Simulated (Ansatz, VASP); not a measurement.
**One calculation of Ir, two programs**

```
Ir
1.0
     0.00000    2.05031    1.66874
     2.05031    0.00000    1.66874
     2.05031    2.05031    0.00000
Ir
1
Cartesian
  0.0000 0.0000 0.0000
```

Alike in both runs: task single point; functional PBE; k mesh 22 × 22 × 22; occupations gaussian, width 0.15 eV; no spin polarisation.

|  | VASP | Ansatz |
| --- | --- | --- |
| version | VASP 6.6.1 | Ansatz 0.2.0 |
| potentials or method | VASP PAW PBE potentials, release 64 (Ir), cutoff 520 eV | scalar-relativistic, plane waves, PAW |
| valence electrons in the cell | 9 | 17 |

```csv
,VASP,Ansatz,Ansatz less VASP
gap on the k mesh at the Fermi level (eV),none,none,-
pressure (GPa),20.6,19.8,-0.81
"traceless stress, the component that is largest in VASP (GPa)",34.74,34.93,+0.190
```

A gap of «none» marks a metal or a gap that the smearing closes. VASP's potentials hold 9 valence electrons a cell and Ansatz's 17, so a difference there can come from the potentials and not from the codes.

Neither program's run includes spin-orbit coupling.
